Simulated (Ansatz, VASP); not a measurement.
# Ca: VASP beside Ansatz

Contents of POSCAR:

```
Ca
1.0
   -2.3520000000      2.3520000000      2.2960000000
    2.3520000000     -2.3520000000      2.2960000000
    2.3520000000      2.3520000000     -2.2960000000
Ca
1
Direct
    0.0000000000      0.0000000000      0.0000000000
```

Contents of INCAR.step1:

```
SYSTEM = Ca
ALGO = Normal
EDIFF = 1E-5
ENCUT = 550
GGA = PE
GGA_COMPAT = .FALSE.
ISMEAR = 0
LASPH = .TRUE.
LCHARG = .FALSE.
LREAL = .FALSE.
LWAVE = .TRUE.
NBANDS = 11
NELM = 120
PREC = Accurate
SIGMA = 0.15
```

File INCAR.step2:

```
SYSTEM = Ca
ALGO = Normal
EDIFF = 1E-6
ENCUT = 550
GGA_COMPAT = .FALSE.
ISIF = 2
ISMEAR = 0
ISTART = 1
LASPH = .TRUE.
LCHARG = .FALSE.
LMIXTAU = .TRUE.
LREAL = .FALSE.
LWAVE = .FALSE.
METAGGA = R2SCAN
NBANDS = 11
NELM = 120
PREC = Accurate
SIGMA = 0.15
```

File KPOINTS:

```
k-points
0
G
  16 16 16
  0 0 0
```

Input for Ansatz:

```yaml
crystal:
  lattice:
    - [-2.352, 2.352, 2.296]
    - [2.352, -2.352, 2.296]
    - [2.352, 2.352, -2.296]
  atoms:
    - { symbol: Ca, position: [0.0, 0.0, 0.0] }
basis:
  ecutwfc: 500
kpoints:
  mp_grid: { grid: [16, 16, 16] }
hamiltonian:
  xc: r2scan
scf:
  occupations: { method: gaussian, width: 0.15 }
output:
  forces: true
  stress: true
  eigenvalues: true
```

Change from the starting cell: strain +0.050 along x and y, +0.025 along z, atoms carried along.

Alike in both runs: task single point; functional r2SCAN; k mesh 16 × 16 × 16; occupations gaussian, width 0.15 eV; no spin polarisation.

```csv
,VASP,Ansatz
version,VASP 6.6.1,Ansatz 0.2.0
potentials or method,"VASP PAW PBE potentials, release 64 (Ca_sv), cutoff 550 eV","scalar-relativistic, plane waves, PAW"
valence electrons in the cell,10,10
```

|  | VASP | Ansatz | Ansatz less VASP |
| --- | --- | --- | --- |
| gap on the k mesh at the Fermi level (eV) | none | none | - |
| pressure (GPa) | -2.2 | -2.2 | -0.04 |

VASP's potentials were made for PBE, not for r2SCAN. A gap of «none» marks a metal or a gap that the smearing closes.
